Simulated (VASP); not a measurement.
# As (Pm-3n) in VASP: relaxation of cell and atoms with PBEsol

Aim: the relaxation of cell and atoms of As with PBEsol.

Everything below comes from runs of VASP 6.6.1. Logs are shortened: lines on timing, memory, paths and dates and some standing lists are left out, and cuts for length are marked.

**1. The cell of the first run**

It takes space group Pm-3n (No. 223, cubic). The conventional cell has a = 5.310 Å, b = 5.310 Å, c = 5.310 Å, α = 90.00°, β = 90.00°, γ = 90.00°. As (site symmetry m-3) has 12 As at 2.97 Å within 3.9 Å. Within 3.5 Å of As (site symmetry -4m2) lie 14 As at 2.65 to 3.25 Å.

**2. Relaxation of cell and atoms, PBEsol**

Contents of INCAR:

```
SYSTEM = As
PREC = Accurate
ENCUT = 600
EDIFF = 1E-6
ISMEAR = 0
SIGMA = 0.1
LREAL = .FALSE.
LASPH = .TRUE.
NELM = 80
ALGO = Normal
ISIF = 3
LWAVE = .FALSE.
LCHARG = .FALSE.
GGA = PS
IBRION = 2
NSW = 100
EDIFFG = -0.01
```

Contents of KPOINTS:

```
Automatic mesh
0
G
  8 8 8
  0 0 0
```

Contents of POSCAR:

```
As
1.0
    5.3099158934      0.0000000000      0.0000000000
    0.0000000000      5.3099158934      0.0000000000
    0.0000000000      0.0000000000      5.3099158934
As
8
Direct
    0.5000000000      0.5000000000      0.5000000000
    0.0000000000      0.0000000000      0.0000000000
    0.2500000000      0.0000000000      0.5000000000
    0.5000000000      0.2500000000      0.0000000000
    0.5000000000      0.7500000000      0.0000000000
    0.7500000000      0.0000000000      0.5000000000
    0.0000000000      0.5000000000      0.7500000000
    0.0000000000      0.5000000000      0.2500000000
```

Potentials or basis: VASP PAW PBE potentials, release 64 (As).

Started as:

```console
cat potpaw_PBE.64/As/POTCAR > POTCAR
mpirun -np 1 vasp_std > vasp.out
```

OUTCAR:

```text
SYSTEM = As
   PREC = Accurate
   ENCUT = 600
   EDIFF = 1E-6
   ISMEAR = 0
   LREAL = .FALSE.
   LASPH = .TRUE.
   NELM = 80
   ISIF = 3
   GGA = PS
   IBRION = 2
   NSW = 100
   EDIFFG = -0.01

 ion  position               nearest neighbor table
   1  0.500  0.500  0.500-
   2  0.000  0.000  0.000-
   3  0.250  0.000  0.500-   6 2.65   6 2.65
   4  0.500  0.250  0.000-   5 2.65   5 2.65
   5  0.500  0.750  0.000-   4 2.65   4 2.65
   6  0.750  0.000  0.500-   3 2.65   3 2.65
   7  0.000  0.500  0.750-   8 2.65   8 2.65
   8  0.000  0.500  0.250-   7 2.65   7 2.65

  LATTYP: Found a simple cubic cell.
 ALAT       =     5.3099158934

  Lattice vectors:

 A1 = (   5.3099158934,   0.0000000000,   0.0000000000)
 A2 = (   0.0000000000,   5.3099158934,   0.0000000000)
 A3 = (   0.0000000000,   0.0000000000,   5.3099158934)

Analysis of symmetry for initial positions (statically):
=====================================================================
 Subroutine PRICEL returns:
 Original cell was already a primitive cell.

 Routine SETGRP: Setting up the symmetry group for a
 simple cubic supercell.

 Subroutine GETGRP returns: Found 48 space group operations
 (whereof 24 operations were pure point group operations)
 out of a pool of 48 trial point group operations.

The static configuration has the point symmetry T_h .
 The point group associated with its full space group is O_h .

Analysis of symmetry for dynamics (positions and initial velocities):
=====================================================================
 Subroutine PRICEL returns:
 Original cell was already a primitive cell.

 Routine SETGRP: Setting up the symmetry group for a
 simple cubic supercell.

 Subroutine GETGRP returns: Found 48 space group operations
 (whereof 24 operations were pure point group operations)
 out of a pool of 48 trial point group operations.

The dynamic configuration has the point symmetry T_h .
 The point group associated with its full space group is O_h .

 Subroutine INISYM returns: Found 48 space group operations
 (whereof 24 operations are pure point group operations),
 and found     1 'primitive' translations

[... 172 lines left out ...]
     5.309915893  0.000000000  0.000000000     0.188326900  0.000000000  0.000000000
     0.000000000  5.309915893  0.000000000     0.000000000  0.188326900  0.000000000
     0.000000000  0.000000000  5.309915893     0.000000000  0.000000000  0.188326900

 POSITION                                       TOTAL-FORCE (eV/Angst)
 -----------------------------------------------------------------------------------
      2.65496      2.65496      2.65496        -0.000000     -0.000000     -0.000000
      0.00000      0.00000      0.00000        -0.000000     -0.000000     -0.000000
      1.32748      0.00000      2.65496        -0.000000     -0.000000      0.000000
      2.65496      1.32748      0.00000        -0.000000      0.000000      0.000000
      2.65496      3.98244      0.00000        -0.000000     -0.000000     -0.000000
      3.98244      0.00000      2.65496         0.000000      0.000000     -0.000000
      0.00000      2.65496      3.98244         0.000000      0.000000      0.000000
      0.00000      2.65496      1.32748         0.000000     -0.000000     -0.000000
 -----------------------------------------------------------------------------------
    total drift:                                0.000000     -0.000000     -0.000000

  FREE ENERGIE OF THE ION-ELECTRON SYSTEM (eV)
  ---------------------------------------------------
  free  energy   TOTEN  =       -36.6525236780 eV

  energy  without entropy=      -36.6294896433  energy(sigma->0) =      -36.64100666

--------------------------------------- Ionic step        2  -------------------------------------------

 number of electron      40.0000015 magnetization

 Free energy of the ion-electron system (eV)
  ---------------------------------------------------
  ext. energy  EPLUGINS =         0.00000000
  ---------------------------------------------------
  free energy    TOTEN  =       -36.65261670 eV

  energy without entropy =      -36.62940277  energy(sigma->0) =      -36.64100973

 E-fermi :   6.5741     XC(G=0): -10.9263

 val. band max:        6.5605335419   @ k =   0.5000   0.1250   0.0000
 cond. band min:       6.5889225585   @ k =   0.3750   0.2500   0.0000
 fundamental gap:      0.0283890166
 Fermi energy:         6.5741255103

 k-point     1 :       0.0000    0.0000    0.0000
  band No.  band energies     occupation
      1      -8.7615      2.00000
      2      -5.0586      2.00000
      3      -5.0586      2.00000
      4      -4.7361      2.00000
      5      -2.9484      2.00000
      6      -2.9484      2.00000
[... 661 lines left out ...]
     24       7.7022      0.00000
     25       8.0980      0.00000

 [... further k-points ...]

------------------------ aborting loop because EDIFF is reached ----------------------------------------

  FORCE on cell =-STRESS in cart. coord.  units (eV):
  Direction    XX          YY          ZZ          XY          YZ          ZX
  --------------------------------------------------------------------------------------
  -------------------------------------------------------------------------------------
  Total       -0.0707184     -0.0707184     -0.0707184      0.0000000     -0.0000000      0.0000000
  in kB       -0.7548090     -0.7548090     -0.7548090      0.0000000     -0.0000000      0.0000000
  external PRESSURE =      -0.7548090 kB  Pullay stress =       0.0000000 kB

 VOLUME and BASIS-vectors are now :
 -----------------------------------------------------------------------------
  energy-cutoff  :      600.00
  volume of cell :      150.11
      direct lattice vectors                 reciprocal lattice vectors
     5.314575500 -0.000000000  0.000000000     0.188161783  0.000000000  0.000000000
    -0.000000000  5.314575500  0.000000000     0.000000000  0.188161783 -0.000000000
    -0.000000000  0.000000000  5.314575500    -0.000000000 -0.000000000  0.188161783

 POSITION                                       TOTAL-FORCE (eV/Angst)
 -----------------------------------------------------------------------------------
      2.65729      2.65729      2.65729         0.000000      0.000000      0.000000
      5.31458      5.31458      5.31458         0.000000      0.000000      0.000000
      1.32864      5.31458      2.65729         0.000000      0.000000     -0.000000
      2.65729      1.32864      0.00000        -0.000000     -0.000000      0.000000
      2.65729      3.98593      5.31458         0.000000      0.000000     -0.000000
      3.98593     -0.00000      2.65729        -0.000000     -0.000000     -0.000000
     -0.00000      2.65729      3.98593         0.000000     -0.000000      0.000000
     -0.00000      2.65729      1.32864        -0.000000      0.000000     -0.000000
 -----------------------------------------------------------------------------------
    total drift:                                0.000000     -0.000000     -0.000000

  FREE ENERGIE OF THE ION-ELECTRON SYSTEM (eV)
  ---------------------------------------------------
  free  energy   TOTEN  =       -36.6526166960 eV

  energy  without entropy=      -36.6294027652  energy(sigma->0) =      -36.64100973

 reached required accuracy - stopping structural energy minimisation
```

OSZICAR:

```text
N       E                     dE             d eps       ncg     rms          rms(c)
DAV:   1     0.173958022212E+03    0.17396E+03   -0.18301E+04  1750   0.155E+03
DAV:   2    -0.218225600722E+02   -0.19578E+03   -0.19290E+03  2170   0.206E+02
DAV:   3    -0.364266623955E+02   -0.14604E+02   -0.14232E+02  2289   0.539E+01
DAV:   4    -0.367249768896E+02   -0.29831E+00   -0.29459E+00  2172   0.783E+00
DAV:   5    -0.367342641416E+02   -0.92873E-02   -0.92677E-02  2361   0.896E-01    0.596E+00
DAV:   6    -0.366779432127E+02    0.56321E-01   -0.35261E-02  2170   0.843E-01    0.347E+00
DAV:   7    -0.366524725233E+02    0.25471E-01   -0.52165E-02  2114   0.103E+00    0.145E-01
DAV:   8    -0.366525230988E+02   -0.50575E-04   -0.25812E-03  2238   0.246E-01    0.910E-02
DAV:   9    -0.366525304237E+02   -0.73249E-05   -0.17123E-04  2180   0.630E-02    0.342E-02
DAV:  10    -0.366525240181E+02    0.64055E-05   -0.20391E-05  2376   0.188E-02    0.106E-02
DAV:  11    -0.366525236780E+02    0.34016E-06   -0.24183E-06  1455   0.792E-03
   1 F= -.36652524E+02 E0= -.36641007E+02  d E =-.366525E+02
       N       E                     dE             d eps       ncg     rms          rms(c)
DAV:   1    -0.366529625125E+02   -0.43849E-03   -0.11460E-02  1785   0.476E-01    0.940E-02
DAV:   2    -0.366527419398E+02    0.22057E-03   -0.54855E-04  2078   0.111E-01    0.496E-02
DAV:   3    -0.366526163090E+02    0.12563E-03   -0.25270E-04  1859   0.689E-02    0.703E-03
DAV:   4    -0.366526166960E+02   -0.38700E-06   -0.81049E-06  2224   0.131E-02
   2 F= -.36652617E+02 E0= -.36641010E+02  d E =-.930180E-04
```

CONTCAR:

```text
As
   1.00000000000000
     5.3145754997788455   -0.0000000000000000    0.0000000000000000
    -0.0000000000000000    5.3145754997788455    0.0000000000000000
    -0.0000000000000000    0.0000000000000000    5.3145754997788455
  As
     8
Direct
     0.5000000000000000    0.5000000000000000    0.5000000000000000
     1.0000000000000000    1.0000000000000000    1.0000000000000000
     0.2500000000000000    1.0000000000000000    0.5000000000000000
     0.5000000000000000    0.2500000000000000    0.0000000000000000
     0.5000000000000000    0.7500000000000000    1.0000000000000000
     0.7500000000000000    0.0000000000000000    0.5000000000000000
     0.0000000000000000    0.5000000000000000    0.7500000000000000
     0.0000000000000000    0.5000000000000000    0.2500000000000000

  0.00000000E+00  0.00000000E+00  0.00000000E+00
  0.00000000E+00  0.00000000E+00  0.00000000E+00
  0.00000000E+00  0.00000000E+00  0.00000000E+00
  0.00000000E+00  0.00000000E+00  0.00000000E+00
  0.00000000E+00  0.00000000E+00  0.00000000E+00
  0.00000000E+00  0.00000000E+00  0.00000000E+00
  0.00000000E+00  0.00000000E+00  0.00000000E+00
  0.00000000E+00  0.00000000E+00  0.00000000E+00
```

Run time: 4.9 min. Hardware: 1 thread of Intel Xeon 8259CL, shared host; peak memory 0.34 GiB.

What came out:

```
Free energy                           : -36.6526 eV
Relaxed volume                        : 18.76 Å³/atom
Relaxed cell                          : a = 5.315 Å, b = 5.315 Å, c = 5.315 Å, α = 90.00°, β = 90.00°, γ = 90.00°
Space group after relaxing (to 0.1 Å) : Pm-3n (No. 223)
Energy gained by relaxing             : 0.0 meV/atom
Ionic steps                           : 2
Pressure after relaxing               : -0.1 GPa
Band gap on the k mesh                : zero (bands 20 and 21 overlap by 0.97 eV)
```

Final structure:
```
As
1.0
     5.31458    0.00000    0.00000
     0.00000    5.31458    0.00000
     0.00000    0.00000    5.31458
As
8
Direct
  0.50000 0.50000 0.50000
  0.00000 0.00000 0.00000
  0.25000 0.00000 0.50000
  0.50000 0.25000 0.00000
  0.50000 0.75000 0.00000
  0.75000 0.00000 0.50000
  0.00000 0.50000 0.75000
  0.00000 0.50000 0.25000
```

Caveat: the highest band is partly filled, so the run has too few bands; the PAW data sets were made with another functional, which shifts forces and pressure a little.

The gap in the log of VASP goes by the Fermi energy; the results here count the filled bands.